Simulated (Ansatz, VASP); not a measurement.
**One calculation of TaN, two programs**

The input INCAR:

```
SYSTEM = TaN
ALGO = Normal
EDIFF = 1E-6
ENCUT = 520
GGA = PE
ISIF = 2
ISMEAR = 0
LASPH = .True.
LCHARG = .True.
LELF = .True.
LREAL = .False.
LVHAR = .True.
LWAVE = .False.
NBANDS = 15
NELM = 80
PREC = Accurate
SIGMA = 0.15
```

File KPOINTS:

```
k-points
0
Gamma
  20 20 20
  0 0 0
```

The input POSCAR:

```
TaN
1.0
    0.2801717557      2.3856709216      2.3856709216
    2.3856709216      0.2801717557      2.3856709216
    2.3856709216      2.3856709216      0.2801717557
Ta N
1 1
Direct
    0.5000000000      0.5000000000      0.5000000000
    0.0000000000      0.0000000000      0.0000000000
```

Input for Ansatz:

```yaml
crystal:
  lattice:
    - [0.2801717557, 2.3856709216, 2.3856709216]
    - [2.3856709216, 0.2801717557, 2.3856709216]
    - [2.3856709216, 2.3856709216, 0.2801717557]
  atoms:
    - { symbol: Ta, position: [0.5, 0.5, 0.5] }
    - { symbol: "N", position: [0.0, 0.0, 0.0] }
basis:
  ecutwfc: 520.0
kpoints:
  mp_grid: { grid: [20, 20, 20] }
hamiltonian:
  xc: pbe
  pseudopotentials: { kind: paw, azcp: { folder: soft_1 } }
scf:
  occupations: { method: gaussian, width: 0.15 }
output:
  forces: true
  stress: true
  eigenvalues: true
```

Alike in both runs: task single point; functional PBE; k mesh 20 × 20 × 20; occupations gaussian, width 0.15 eV; no spin polarisation.

|  | VASP | Ansatz |
| --- | --- | --- |
| version | VASP 6.6.1 | Ansatz 0.2.0 |
| potentials or method | VASP PAW PBE potentials, release 64 (Ta_pv, N), cutoff 520 eV | scalar-relativistic, plane waves, PAW |
| valence electrons in the cell | 16 | 18 |

|  | VASP | Ansatz | Ansatz less VASP |
| --- | --- | --- | --- |
| gap on the k mesh at the Fermi level (eV) | none | none | - |
| pressure (GPa) | -9.4 | -10.2 | -0.80 |
| traceless stress, the component that is largest in VASP (GPa) | -5.37 | -5.47 | -0.095 |

A gap of «none» marks a metal or a gap that the smearing closes. VASP's potentials hold 16 valence electrons a cell and Ansatz's 18, so a difference there can come from the potentials and not from the codes.

Neither program's run includes spin-orbit coupling.
